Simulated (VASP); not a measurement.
A run of VASP 6.6.1 is set up as follows.

File INCAR:

```
SYSTEM = BP
ALGO = Normal
EDIFF = 1E-7
ENCUT = 520
ISIF = 2
ISMEAR = -1
LASPH = .TRUE.
LCHARG = .TRUE.
LELF = .TRUE.
LREAL = .FALSE.
LVHAR = .TRUE.
LWAVE = .FALSE.
NBANDS = 11
NELM = 100
PREC = Accurate
SIGMA = 0.05
```

Contents of KPOINTS:

```
k-points
0
G
  15 15 15
  0 0 0
```

The input POSCAR:

```
BP
1.0
    0.0000000000      2.2009300000      2.2690000000
    2.2009300000      0.0000000000      2.2690000000
    2.2009300000      2.2009300000      0.0000000000
B P
1 1
Direct
    0.0000000000      0.0000000000      0.0000000000
    0.7500000000      0.7500000000      0.7500000000
```

Potentials or basis: VASP PAW LDA potentials, release 64 (B, P).

Launch:

```bash
$ cat potpaw_LDA.64/B/POTCAR potpaw_LDA.64/P/POTCAR > POTCAR
$ mpirun -np 1 vasp_std > vasp.out
```

(1) Predict the pressure.

(2) Estimate the band gap on the k mesh.

## Answers

(1) 5.3 GPa.

(2) 0.88 eV, indirect (least direct gap 3.32 eV).

Caveat: the cell differs from its parent crystal (equal xx and yy strain of -3 %).
